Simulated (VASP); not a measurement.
Here is a VASP 6.6.1 calculation.

INCAR

```
SYSTEM = CoO
ALGO = Normal
EDIFF = 1E-6
EDIFFG = -0.01
ENCUT = 600
GGA = PS
IBRION = 2
ISIF = 3
ISMEAR = -1
ISPIN = 2
LASPH = .True.
LCHARG = .False.
LMAXMIX = 4
LORBIT = 11
LREAL = .False.
LWAVE = .False.
MAGMOM = 2 0
NELM = 150
NSW = 80
PREC = Accurate
SIGMA = 0.05
```

The input KPOINTS:

```
k-points
0
Gamma
  11 11 11
  0 0 0
```

File POSCAR:

```
CoO
1.0
    0.0000000000      2.1315000000      2.1315000000
    2.1315000000      0.0000000000      2.1315000000
    2.1315000000      2.1315000000      0.0000000000
Co O
1 1
Direct
    0.0000000000      0.0000000000      0.0000000000
    0.5000000000      0.5000000000      0.5000000000
```

Potentials or basis: VASP PAW PBE potentials, release 64 (Co, O).

Command:

```sh
$ cat potpaw_PBE.64/Co/POTCAR potpaw_PBE.64/O/POTCAR > POTCAR
$ mpirun -np 1 vasp_std > vasp.out
```

Task: What does it give for the net moment?

Result: 2.75 μB per cell.

Task: Predict the site moments.

Result: Co +2.43; O +0.28 μB.

Task: Estimate the relaxed volume.

Result: 9.03 Å³/atom.

Final structure:
```
Co O
1.0
     0.00000    2.08242    2.08242
     2.08242    0.00000    2.08242
     2.08242    2.08242    0.00000
Co O
1 1
Direct
  0.00000 0.00000 0.00000
  0.50000 0.50000 0.50000
```

Caveat: the PAW data sets were made with another functional, which shifts forces and pressure a little; a cell with one magnetic atom can't hold antiferromagnetic order, which such compounds often take.
